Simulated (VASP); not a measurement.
# ScInSbP3 (P-6m2) in VASP: further runs, part 2 of 2

VASP 6.6.1. Earlier steps stand in the parts before.

## 5. Relaxation of cell and atoms, PBE

INCAR reads:

```
SYSTEM = ScInSbP3
PREC = Accurate ; ENCUT = 600
EDIFF = 1E-7 ; ISMEAR = 0
SIGMA = 0.1 ; LREAL = .False.
LASPH = .True. ; NELM = 100
ALGO = Fast ; ISIF = 3
LWAVE = .False. ; LCHARG = .False.
GGA = PE ; IBRION = 2
NSW = 90 ; EDIFFG = -0.04
```

KPOINTS reads:

```
Automatic mesh
0
Gamma
  6 6 4
  0 0 0
```

POSCAR reads:

```
ScInSbP3
1.0
    4.8486329685      0.0000000000      0.0000000000
   -2.4243164842      4.1990393243      0.0000000000
    0.0000000000      0.0000000000      7.1323528125
Sc In Sb P
1 1 1 3
Direct
    0.3333333333      0.6666666667      0.5000000000
    0.0000000000      0.0000000000      0.5000000000
    0.3333333333      0.6666666667      0.0000000000
    0.6666666667      0.3333333333      0.1684569911
    0.6666666667      0.3333333333      0.8315430089
    0.6666666667      0.3333333333      0.5000000000
```

Started as:

```sh
cat potpaw_PBE.64/Sc_sv/POTCAR potpaw_PBE.64/In_d/POTCAR potpaw_PBE.64/Sb/POTCAR potpaw_PBE.64/P/POTCAR > POTCAR
mpirun -np 1 vasp_std > vasp.out
```

It took 28 min on 1 thread of Oxide Virtual Turin-like, shared host; peak memory 0.36 GiB.

It converged, with:

| Property | Result |
| --- | --- |
| Free energy | -27.1301 eV |
| Relaxed volume | 24.12 Å³/atom |
| Relaxed cell | a = 4.977 Å, b = 4.977 Å, c = 6.745 Å, α = 90.00°, β = 90.00°, γ = 120.00° |
| Space group after relaxing (to 0.1 Å) | P-6m2 (No. 187) |
| Energy gained by relaxing | 30.1 meV/atom |
| Ionic steps | 8 |
| Pressure after relaxing | -0.1 GPa |
| Largest force after relaxing | 0.029 eV/Å |
| Band gap on the k mesh | zero (bands 22 and 23 overlap by 1.38 eV) |

Forces in eV/Å, atoms in the order of the input:
```
Sc   0.000  0.000  0.000
In   0.000  0.000  0.000
Sb   0.000  0.000  0.000
P    0.000  0.000 -0.029
P    0.000  0.000  0.029
P    0.000  0.000  0.000
```

Stress tensor (GPa, compression positive):
```
-0.04  0.00  0.00
 0.00 -0.04  0.00
 0.00  0.00 -0.14
```

Step by step:
```csv
step,energy change (eV),largest force (eV/Å),pressure (GPa),volume (Å³)
1,0.0000,0.2543,-0.64,145.21
2,-0.1324,0.0337,0.16,143.09
3,-0.1603,0.3427,1.27,141.38
4,-0.1625,0.2642,0.96,141.80
5,-0.1626,0.2802,1.03,141.72
6,-0.1788,0.1465,-0.04,144.82
7,-0.1788,0.1520,0.00,144.71
8,-0.1806,0.0295,-0.08,144.72
```

Final structure:
```yaml
crystal:
  lattice:
    - [4.97750, 0.00000, 0.00000]
    - [-2.48875, 4.31064, 0.00000]
    - [0.00000, 0.00000, 6.74510]
  atoms:
    - { symbol: Sc, position: [0.33333, 0.66667, 0.50000] }
    - { symbol: In, position: [0.00000, 0.00000, 0.50000] }
    - { symbol: Sb, position: [0.33333, 0.66667, 0.00000] }
    - { symbol: P, position: [0.66667, 0.33333, 0.16820] }
    - { symbol: P, position: [0.66667, 0.33333, 0.83180] }
    - { symbol: P, position: [0.66667, 0.33333, 0.50000] }
```

Levels at points of the mesh, in eV from the Fermi level:
| k point | band 18 | band 19 | band 20 | band 21 | band 22 | band 23 | band 24 | band 25 | band 26 |
| --- | --- | --- | --- | --- | --- | --- | --- | --- | --- |
| (0.00, 0.00, 0.00) | -2.79 | -2.32 | -1.49 | -1.17 | -1.17 | -0.73 | 0.21 | 0.21 | 1.17 |
| (0.50, 0.00, 0.00) | -2.43 | -2.21 | -1.56 | -1.51 | -1.48 | -0.33 | 0.15 | 1.09 | 1.42 |
| (0.00, 0.00, 0.50) | -3.75 | -3.75 | -1.15 | -0.07 | -0.07 | -0.01 | -0.01 | 1.16 | 1.19 |
| (0.50, 0.00, 0.50) | -3.32 | -3.19 | -1.55 | 0.15 | 0.65 | 0.68 | 0.76 | 0.94 | 0.94 |

Caveat: spin-orbit coupling is left out, which moves the levels of the heavy elements.

## 6. Relaxation of cell and atoms, PBE

This run uses another cell than the first one, of 24.44 Å³/atom.

INCAR reads:

```
  PREC = Accurate
  ENCUT = 600
  EDIFF = 1E-6
  ISMEAR = 0
  SIGMA = 0.1
  LREAL = False
  LASPH = True
  NELM = 60
  ALGO = Normal
  ISIF = 3
  LWAVE = False
  LCHARG = False
  GGA = PE
  IBRION = 2
  NSW = 90
  EDIFFG = -0.04
```

KPOINTS reads:

```
Automatic mesh
0
Gamma
  6 6 2
```

POSCAR reads:

```
ScInSbP3
1.0
    4.7427687800      0.0000000000      0.0000000000
   -2.3713843900      4.1073582500      0.0000000000
    0.0000000000      0.0000000000      7.5287779200
Sc In Sb P
1 1 1 3
Direct
    0.3333333300      0.6666666700      0.5000000000
    0.0000000000      0.0000000000      0.5000000000
    0.3333333300      0.6666666700      0.0000000000
    0.6666666700      0.3333333300      0.1516768600
    0.6666666700      0.3333333300      0.8483231400
    0.6666666700      0.3333333300      0.5000000000
```

Potentials or basis: VASP PAW PBE potentials, release 64 (Sc_sv, In_d, Sb, P).

Started as:

```sh
cat potpaw_PBE.64/Sc_sv/POTCAR potpaw_PBE.64/In_d/POTCAR potpaw_PBE.64/Sb/POTCAR potpaw_PBE.64/P/POTCAR > POTCAR
mpirun -np 1 vasp_std > vasp.out
```

OUTCAR:

```text
PREC = Accurate
   ENCUT = 600
   EDIFF = 1E-6
   ISMEAR = 0
   LREAL = False
   LASPH = True
   NELM = 60
   ISIF = 3
   GGA = PE
   IBRION = 2
   NSW = 90
   EDIFFG = -0.04

 ion  position               nearest neighbor table
   1  0.333  0.667  0.500-   2 2.74   6 2.74   6 2.74   2 2.74   2 2.74   6 2.74
   2  0.000  0.000  0.500-   1 2.74   6 2.74   6 2.74   1 2.74   6 2.74   1 2.74
   3  0.333  0.667  0.000-   4 2.97   5 2.97   4 2.97   5 2.97   4 2.97   5 2.97
   4  0.667  0.333  0.152-   5 2.28   6 2.62   3 2.97   3 2.97   3 2.97
   5  0.667  0.333  0.848-   4 2.28   6 2.62   3 2.97   3 2.97   3 2.97
   6  0.667  0.333  0.500-   4 2.62   5 2.62   2 2.74   1 2.74   1 2.74   2 2.74   2 2.74   1 2.74

  LATTYP: Found a hexagonal cell.
 ALAT       =     4.7427687800
 C/A-ratio  =     1.5874225098

  Lattice vectors:

 A1 = (   4.7427687800,   0.0000000000,   0.0000000000)
 A2 = (  -2.3713843900,   4.1073582500,   0.0000000000)
 A3 = (   0.0000000000,   0.0000000000,   7.5287779200)

Analysis of symmetry for initial positions (statically):
=====================================================================
 Subroutine PRICEL returns:
 Original cell was already a primitive cell.

 Routine SETGRP: Setting up the symmetry group for a
 hexagonal supercell.

 Subroutine GETGRP returns: Found 12 space group operations
 (whereof 12 operations were pure point group operations)
 out of a pool of 24 trial point group operations.

The static configuration has the point symmetry D_3h.

Analysis of symmetry for dynamics (positions and initial velocities):
=====================================================================
 Subroutine PRICEL returns:
 Original cell was already a primitive cell.

 Routine SETGRP: Setting up the symmetry group for a
 hexagonal supercell.

 Subroutine GETGRP returns: Found 12 space group operations
 (whereof 12 operations were pure point group operations)
 out of a pool of 24 trial point group operations.

The dynamic configuration has the point symmetry D_3h.

 Subroutine INISYM returns: Found 12 space group operations
 (whereof 12 operations are pure point group operations),
 and found     1 'primitive' translations

----------------------------------------------------------------------------------------

                                     Primitive cell

  volume of cell :     146.6625

  direct lattice vectors                    reciprocal lattice vectors
     4.742768780  0.000000000  0.000000000     0.210847302  0.121732746  0.000000000
    -2.371384390  4.107358250  0.000000000     0.000000000  0.243465493  0.000000000
     0.000000000  0.000000000  7.528777920     0.000000000  0.000000000  0.132823681

  length of vectors
     4.742768780  4.742768782  7.528777920     0.243465493  0.243465493  0.132823681

  position of ions in fractional coordinates (direct lattice)
     0.333333330  0.666666670  0.500000000
     0.000000000  0.000000000  0.500000000
     0.333333330  0.666666670  0.000000000
     0.666666670  0.333333330  0.151676860
     0.666666670  0.333333330  0.848323140
     0.666666670  0.333333330  0.500000000

  ion indices of the primitive-cell ions
   primitive index   ion index
                 1           1
                 2           2
                 3           3
                 4           4
                 5           5
                 6           6

----------------------------------------------------------------------------------------

 KPOINTS: Automatic mesh

Automatic generation of k-mesh.
 Grid dimensions read from file:
 generate k-points for:    6    6    2

 Generating k-lattice:

  Cartesian coordinates                     Fractional coordinates (reciprocal lattice)
     0.035141217  0.020288791  0.000000000     0.166666667 -0.000000000  0.000000000
     0.000000000  0.040577582  0.000000000     0.000000000  0.166666667  0.000000000
     0.000000000  0.000000000  0.066411841     0.000000000  0.000000000  0.500000000

  Length of vectors
     0.040577582  0.040577582  0.066411841

  Shift w.r.t. Gamma in fractional coordinates (k-lattice)
     0.000000000  0.000000000  0.000000000

 Subroutine IBZKPT returns following result:
 ===========================================

 Found     14 irreducible k-points:

 Following reciprocal coordinates:
            Coordinates               Weight
  0.000000  0.000000  0.000000      1.000000
  0.166667  0.000000  0.000000      6.000000
  0.333333  0.000000  0.000000      6.000000
  0.500000  0.000000  0.000000      3.000000
  0.166667  0.166667  0.000000      6.000000
  0.333333  0.166667  0.000000     12.000000
  0.333333  0.333333  0.000000      2.000000
  0.000000  0.000000  0.500000      1.000000
  0.166667  0.000000  0.500000      6.000000
  0.333333  0.000000  0.500000      6.000000
  0.500000  0.000000  0.500000      3.000000
  0.166667  0.166667  0.500000      6.000000
  0.333333  0.166667  0.500000     12.000000
  0.333333  0.333333  0.500000      2.000000
   k-points           NKPTS =     14   k-points in BZ     NKDIM =     14   number of bands    NBANDS=     26
   number of dos      NEDOS =    301   number of ions     NIONS =      6
   total plane-waves  NPLWV =  96000
   dimension x,y,z NGX =    40 NGY =   40 NGZ =   60
   dimension x,y,z NGXF=    80 NGYF=   80 NGZF=  120
   ions per type =               1   1   1   3
   NGX,Y,Z   is equivalent  to a cutoff of  14.02, 14.02, 13.25 a.u.
   NGXF,Y,Z  is equivalent  to a cutoff of  28.04, 28.04, 26.50 a.u.
 SYSTEM =  unknown system
   PREC   = accura    normal or accurate (medium, high low for compatibility)
   ISTART =      0    job   : 0-new  1-cont  2-samecut
   ICHARG =      2    charge: 1-file 2-atom 10-const
   ISPIN  =      1    spin polarized calculation?
   LNONCOLLINEAR =      F non collinear calculations
   LSORBIT =      F    spin-orbit coupling
   LASPH  =      T    aspherical Exc in radial PAW
   ENCUT  =  600.0 eV  44.10 Ry    6.64 a.u.   9.47  9.47 15.04*2*pi/ulx,y,z
   NELM   =     60;   NELMIN=  2; NELMDL= -5     # of ELM steps
   EDIFF  = 0.1E-05   stopping-criterion for ELM
   LREAL  =      F    real-space projection
   EDIFFG = -.4E-01   stopping-criterion for IOM
   NSW    =     90    number of steps for IOM
   IBRION =      2    ionic relax: 0-MD 1-quasi-New 2-CG
   NFREE  =      1    steps in history (QN), initial steepest desc. (CG)
   ISIF   =      3    stress and relaxation
   ISYM   =      2    0-nonsym 1-usesym 2-fastsym
   POTIM  = 0.5000    time-step for ionic-motion
   TEBEG  =    0.0;   TEEND  =   0.0 temperature during run
   PSTRESS=    0.0 pullay stress
   NELECT =      44.0000    total number of electrons
   NUPDOWN=      -1.0000    fix difference up-down
   EMIN   =  10.00;   EMAX   =-10.00  energy-range for DOS
   EFERMI =   0.00;   METHOD = LEGACY
   ISMEAR =     0;   SIGMA  =   0.10  broadening in eV -4-tet -1-fermi 0-gaus
   EFERMI_NEDOS =   21; number of points for ismear=-14 and -15
   IALGO  =     38    algorithm
   IMIX   =      4    mixing-type and parameters
     AMIX     =   0.40;   BMIX     =  1.00
     AMIX_MAG =   1.60;   BMIX_MAG =  1.00
  volume/ion in A,a.u.               =      24.44       164.95
  Fermi-wavevector in a.u.,A,eV,Ry     =   1.095938  2.071023 16.341692  1.201080
  Thomas-Fermi vector in A             =   2.232271
   LORBIT       =      0    0 simple, 1 ext, 2 COOP (PROOUT), +10 PAW based schemes
   GGA     = PE    functional components
   LHFCALC =     F    Hartree Fock is set to
   AEXX    =    0.0000 exact exchange contribution
   IVDW    =     0    specifies the selected vdW correction
   LEPSILON=     F    determine dielectric tensor
   LRPA    =     F    only Hartree local field effects (RPA)
 conjugate gradient relaxation of ions
 non-spin polarized calculation
 Gauss-broadening in eV      SIGMA  =   0.10
  energy-cutoff  :      600.00
  volume of cell :      146.66
 maximum number of plane-waves:      4938
 NGX is ok and might be reduce to    40
   NGX = 19   NGY = 19   NGZ = 31

--------------------------------------- Ionic step        1  -------------------------------------------

 number of electron      44.0000005 magnetization

 Free energy of the ion-electron system (eV)
  ---------------------------------------------------
  ext. energy  EPLUGINS =         0.00000000
  ---------------------------------------------------
  free energy    TOTEN  =       -26.95253431 eV

  energy without entropy =      -26.93228335  energy(sigma->0) =      -26.94240883

------------------------ aborting loop because EDIFF is reached ----------------------------------------

  FORCE on cell =-STRESS in cart. coord.  units (eV):
  Direction    XX          YY          ZZ          XY          YZ          ZX
  --------------------------------------------------------------------------------------
  -------------------------------------------------------------------------------------
  Total        2.5788190      2.5788190     -3.1954694      0.0000000      0.0000000     -0.0000000
  in kB       28.1716584     28.1716584    -34.9081008      0.0000000      0.0000000     -0.0000000
  external PRESSURE =       7.1450720 kB  Pullay stress =       0.0000000 kB
[... 227 lines left out ...]
--------------------------------------- Ionic step        7  -------------------------------------------

 number of electron      44.0000008 magnetization

 Free energy of the ion-electron system (eV)
  ---------------------------------------------------
  ext. energy  EPLUGINS =         0.00000000
  ---------------------------------------------------
  free energy    TOTEN  =       -27.24325644 eV

  energy without entropy =      -27.20770090  energy(sigma->0) =      -27.22547867

 E-fermi :   5.9373     XC(G=0):  -9.5552

 val. band max:        5.9339187610   @ k =   0.1667   0.0000   0.0000
 cond. band min:       6.0231124940   @ k =   0.1667   0.1667   0.5000
 fundamental gap:      0.0891937330
 Fermi energy:         5.9373268175

 k-point     1 :       0.0000    0.0000    0.0000
  band No.  band energies     occupation
      1     -44.3116      2.00000
      2     -23.0797      2.00000
      3     -22.9262      2.00000
      4     -22.9262      2.00000
      5      -8.9843      2.00000
      6      -8.9843      2.00000
[... 428 lines left out ...]
  FREE ENERGIE OF THE ION-ELECTRON SYSTEM (eV)
  ---------------------------------------------------
  free  energy   TOTEN  =       -27.2432564371 eV

  energy  without entropy=      -27.2077008986  energy(sigma->0) =      -27.22547867

 reached required accuracy - stopping structural energy minimisation
```

Wall time 5.3 min (1 thread of Oxide Virtual Turin-like, shared host); peak memory 0.33 GiB.

Results:

* Free energy: -27.2433 eV
* Relaxed volume: 24.25 Å³/atom
* Relaxed cell: a = 4.868 Å, b = 4.868 Å, c = 7.089 Å, α = 90.00°, β = 90.00°, γ = 120.00°
* Space group after relaxing (to 0.1 Å): P-6m2 (No. 187)
* Energy gained by relaxing: 48.5 meV/atom
* Ionic steps: 7
* Pressure after relaxing: 0.0 GPa
* Largest force after relaxing: 0.028 eV/Å
* Band gap on the k mesh: zero (bands 22 and 23 overlap by 1.20 eV)

Forces on the atoms (eV/Å):
```
Sc   0.000  0.000  0.000
In   0.000  0.000  0.000
Sb   0.000  0.000  0.000
P    0.000  0.000  0.028
P    0.000  0.000 -0.028
P    0.000  0.000  0.000
```

The path:
```
step  energy change (eV)  largest force (eV/Å)  pressure (GPa)  volume (Å³)
   1              0.0000                1.0698            0.71       146.66
   2             -0.2089                0.6827           -0.93       148.88
   3             -0.2492                0.4073           -1.53       150.09
   4             -0.2530                0.3212           -1.63       150.44
   5             -0.2871                0.0807            0.38       144.64
   6             -0.2880                0.1216            0.08       145.41
   7             -0.2907                0.0275           -0.02       145.50
```

Final structure:
```cif
data_structure
_symmetry_space_group_name_H-M 'P 1'
_symmetry_Int_Tables_number 1
_cell_length_a 4.8684
_cell_length_b 4.8684
_cell_length_c 7.0888
_cell_angle_alpha 90.000
_cell_angle_beta 90.000
_cell_angle_gamma 120.000
_cell_volume 145.50
loop_
_atom_site_label
_atom_site_type_symbol
_atom_site_fract_x
_atom_site_fract_y
_atom_site_fract_z
_atom_site_occupancy
Sc1 Sc 0.33333 0.66667 0.50000 1
In1 In 0.00000 0.00000 0.50000 1
Sb1 Sb 0.33333 0.66667 0.00000 1
P1 P 0.66667 0.33333 0.16846 1
P2 P 0.66667 0.33333 0.83154 1
P3 P 0.66667 0.33333 0.50000 1
```

Levels at points of the mesh, in eV from the Fermi level:
```
           k point  band 20  band 21  band 22  band 23  band 24  band 25
(0.00, 0.00, 0.00)    -1.88    -1.03    -1.03    -0.90     0.39     0.39
(0.50, 0.00, 0.00)    -1.89    -1.67    -1.46    -0.32     0.17     0.90
(0.00, 0.00, 0.50)    -0.94    -0.11    -0.11     0.17     0.17     1.04
(0.50, 0.00, 0.50)    -1.59     0.15     0.30     0.42     0.81     1.10
```

Caveat: the k points lie up to 0.44 Å⁻¹ apart in the final cell, too coarse for converged energies and pressures of a metal; spin-orbit coupling is left out, which moves the levels of the heavy elements.

## 7. Single point, PBE

This run uses another cell than the first one, of 24.04 Å³/atom.

INCAR reads:

```
SYSTEM = ScInSbP3
ALGO     = Fast           ! electronic algorithm
EDIFF    = 1E-6           ! SCF threshold, eV
ENCUT    = 520            ! plane-wave cutoff, eV
GGA      = PE             ! functional
ISIF     = 2              ! what is computed and relaxed
ISMEAR   = 0              ! smearing method
LASPH    = .TRUE.         ! aspherical terms in the spheres
LCHARG   = .TRUE.         ! write CHGCAR
LELF     = .TRUE.         ! ELF
LREAL    = .FALSE.        ! projectors in reciprocal space
LVHAR    = .TRUE.       
LWAVE    = .FALSE.        ! write WAVECAR
NBANDS   = 31             ! bands
NELM     = 60             ! most SCF steps
PREC     = Accurate       ! precision mode
SIGMA    = 0.1            ! smearing width, eV
```

KPOINTS reads:

```
k-points
0
G
  12 12 6
  0 0 0
```

POSCAR reads:

```
ScInSbP3
1.0
    4.9771758382      0.0000000000      0.0000000000
   -2.4885879191      4.3103607150      0.0000000000
    0.0000000000      0.0000000000      6.7240300875
Sc In Sb P
1 1 1 3
Direct
    0.3333333333      0.6666666667      0.5000000000
    0.0000000000      0.0000000000      0.5000000000
    0.3333333333      0.6666666667      0.0000000000
    0.6666666667      0.3333333333      0.1701598183
    0.6666666667      0.3333333333      0.8298401817
    0.6666666667      0.3333333333      0.5000000000
```

Started as:

```sh
cat potpaw_PBE.64/Sc_sv/POTCAR potpaw_PBE.64/In_d/POTCAR potpaw_PBE.64/Sb/POTCAR potpaw_PBE.64/P/POTCAR > POTCAR
mpirun -np 1 vasp_std > vasp.out
```

It took 17 min on 1 thread of Oxide Virtual Turin-like, shared host; peak memory 0.49 GiB.

The run converged. Its results:

```yaml
Free_energy: -27.0150 eV
Pressure: -0.1 GPa
Band_gap_on_the_k_mesh: zero (bands 22 and 23 overlap by 1.40 eV)
```

Stress tensor (GPa, compression positive):
```
-0.03  0.00  0.00
 0.00 -0.03  0.00
 0.00  0.00 -0.17
```

Levels at points of the mesh, in eV from the Fermi level:
```tsv
k point	band 19	band 20	band 21	band 22	band 23	band 24	band 25	band 26
(0.00, 0.00, 0.00)	-2.41	-1.43	-1.24	-1.24	-0.75	0.19	0.19	1.16
(0.50, 0.00, 0.00)	-2.22	-1.63	-1.58	-1.42	-0.37	0.17	1.09	1.41
(0.00, 0.00, 0.50)	-3.76	-1.19	-0.08	-0.08	-0.05	-0.05	1.17	1.17
(0.50, 0.00, 0.50)	-3.23	-1.56	0.17	0.65	0.67	0.74	0.90	0.94
```

Caveat: spin-orbit coupling is left out, which moves the levels of the heavy elements.

## 8. The runs side by side

| task | cell | k mesh | cutoff (eV) | gap on the mesh (eV) | pressure (GPa) | relaxed volume (Å³/atom) | largest force (eV/Å) |
| --- | --- | --- | --- | --- | --- | --- | --- |
| single point | a = 4.849, b = 4.849, c = 7.132 Å, angles 90.0, 90.0, 120.0°, 6 atoms, atomic positions A | 6 × 6 × 2 | 520 | none | 0.0 | - | 0.01 |
| single point | a = 4.743, b = 4.743, c = 7.529 Å, angles 90.0, 90.0, 120.0°, 6 atoms, atomic positions B | 6 × 6 × 2 | 520 | none | 0.7 | - | 1.07 |
| single point | a = 4.983, b = 4.983, c = 6.739 Å, angles 90.0, 90.0, 120.0°, 6 atoms, atomic positions C | 6 × 6 × 4 | 520 | none | -0.2 | - | 0.02 |
| relaxation of cell and atoms | relaxed from a = 4.849, b = 4.849, c = 7.132 Å, angles 90.0, 90.0, 120.0°, 6 atoms, atomic positions A | 6 × 6 × 4 | 600 | none | -0.1 | 24.12 | 0.03 |
| relaxation of cell and atoms | relaxed from a = 4.743, b = 4.743, c = 7.529 Å, angles 90.0, 90.0, 120.0°, 6 atoms, atomic positions B | 6 × 6 × 2 | 600 | none | 0.0 | 24.25 | 0.03 |
| single point | a = 4.977, b = 4.977, c = 6.724 Å, angles 90.0, 90.0, 120.0°, 6 atoms, atomic positions D | 12 × 12 × 6 | 520 | none | -0.1 | - | - |

Alike in all rows: level PBE; potentials or basis VASP PAW PBE potentials, release 64 (Sc_sv, In_d, Sb, P); no spin polarisation; smearing gaussian 0.1 eV.

Caveats: some runs use coarse meshes; spin-orbit coupling is left out, which moves the levels of the heavy elements; forces of over 1 eV/Å act on the atoms, so gaps and moduli don't describe the material at rest (at least some runs).

Total energies depend on the potentials used, so only differences within one code and one set of settings carry meaning.

The gap in the log of VASP goes by the Fermi energy; the results here count the filled bands.